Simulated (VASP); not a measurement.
Set up this calculation in VASP 6.6.1, as the native input.

* Task: single point
* Functional: r2SCAN
* Potentials or basis: VASP PAW PBE potentials, release 64 (Zn, S)
* Cutoff: 520 eV
* k mesh: 8 × 8 × 8
* Occupations: gaussian, width 0.05 eV
* Spin: no spin polarisation
* Dipole correction: no
* Further INCAR settings: ALGO = Normal; EDIFF = 1e-06; NBANDS = 16

The system is ZnS.

```
Zn S
1.0
     0.00000    2.61368    2.73493
     2.61368    0.00000    2.73493
     2.61368    2.61368    0.00000
Zn S
1 1
Direct
  0.00000 0.00000 0.00000
  0.75000 0.75000 0.75000
```

This cell differs from its parent crystal: strain -0.030 along x and y, +0.015 along z.

These files were run (other wordings do the same):

POSCAR

```
ZnS
1.0
    0.0000000000      2.6136777993      2.7349308931
    2.6136777993      0.0000000000      2.7349308931
    2.6136777993      2.6136777993      0.0000000000
Zn S
1 1
Direct
    0.0000000000      0.0000000000      0.0000000000
    0.7500000000      0.7500000000      0.7500000000
```

INCAR.step1

```
PREC = Accurate
ENCUT = 520
ISMEAR = 0
SIGMA = 0.05
LREAL = F
LASPH = T
NELM = 80
NBANDS = 16
GGA = PE
ALGO = Normal
EDIFF = 1E-4
LWAVE = T
LCHARG = F
```

INCAR.step2

```
PREC = Accurate
ENCUT = 520
EDIFF = 1E-6
ISMEAR = 0
SIGMA = 0.05
LREAL = F
LASPH = T
NELM = 80
ALGO = Normal
ISIF = 2
LWAVE = F
LCHARG = T
METAGGA = R2SCAN
LMIXTAU = T
LELF = T
LVHAR = T
NBANDS = 16
ISTART = 1
```

KPOINTS

```
regular mesh
0
Gamma
  8 8 8
```

Potentials or basis: VASP PAW PBE potentials, release 64 (Zn, S).

The run is started by

```console
$ cat potpaw_PBE.64/Zn/POTCAR potpaw_PBE.64/S/POTCAR > POTCAR
$ cp INCAR.step1 INCAR
$ mpirun -np 1 vasp_std > vasp.out
$ cp INCAR.step2 INCAR
$ mpirun -np 1 vasp_std > vasp.out
```

It gave:

The pressure is 4.0 GPa. The band gap on the k mesh is 2.86 eV, direct.

Caveat: the cell differs from its parent crystal (strain -0.030 along x and y, +0.015 along z); the PAW data sets were made with another functional, which shifts forces and pressure a little.

It took 2.7 min on 1 thread of AMD EPYC 7R43 64-Core Processor (Zen 3), with other jobs on the host, peak memory 0.15 GiB.
